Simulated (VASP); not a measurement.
Write the native input for VASP 6.6.1 that does the following.

- Task: single point
- Functional: revPBE
- Potentials or basis: VASP PAW PBE potentials, release 64 (Cs_sv)
- Cutoff: 520 eV
- k mesh: 7 × 7 × 7
- Occupations: fermi-dirac, width 0.1 eV
- Spin: no spin polarisation
- Dipole correction: no
- Further INCAR settings: ALGO = Normal; EDIFF = 1e-07; NBANDS = 10

The structure of Cs lies in POSCAR:

```
Cs
1.0
    5.2001482015      0.0000000000      0.0000000000
    0.0000000000      5.2001482015      0.0000000000
    0.0000000000      0.0000000000      5.2001482015
Cs
1
Direct
    0.0000000000      0.0000000000      0.0000000000
```

This isn't the form of Cs at room conditions, which is bcc.

These files were run (other wordings do the same):

INCAR

```
PREC     = Accurate       # precision mode
ENCUT    = 520            # plane-wave cutoff, eV
EDIFF    = 1E-7           # SCF threshold, eV
ISMEAR   = -1             # smearing method
SIGMA    = 0.1            # smearing width, eV
LREAL    = F              # projectors in reciprocal space
LASPH    = T              # aspherical terms in the spheres
NELM     = 80             # most SCF steps
ALGO     = Normal         # electronic algorithm
ISIF     = 2              # what is computed and relaxed
LWAVE    = F              # write WAVECAR
LCHARG   = T              # write CHGCAR
GGA      = RE             # functional
LELF     = T              # ELF
LVHAR    = T            
NBANDS   = 10             # bands
```

KPOINTS

```
regular mesh
0
Gamma
  7 7 7
```

Potentials or basis: VASP PAW PBE potentials, release 64 (Cs_sv).

Command:

```bash
$ cat potpaw_PBE.64/Cs_sv/POTCAR > POTCAR
$ mpirun -np 1 vasp_std > vasp.out
```

It gave:

The pressure is 0.0 GPa and the band gap on the k mesh is zero (an odd number of electrons rules out a gap without spin polarisation).

Caveat: the PAW data sets were made with another functional, which shifts forces and pressure a little; spin-orbit coupling is left out, which moves the levels of the heavy elements.

It took 29 s on 1 thread of Intel Xeon 8259CL, with other jobs on the host, peak memory 0.24 GiB.
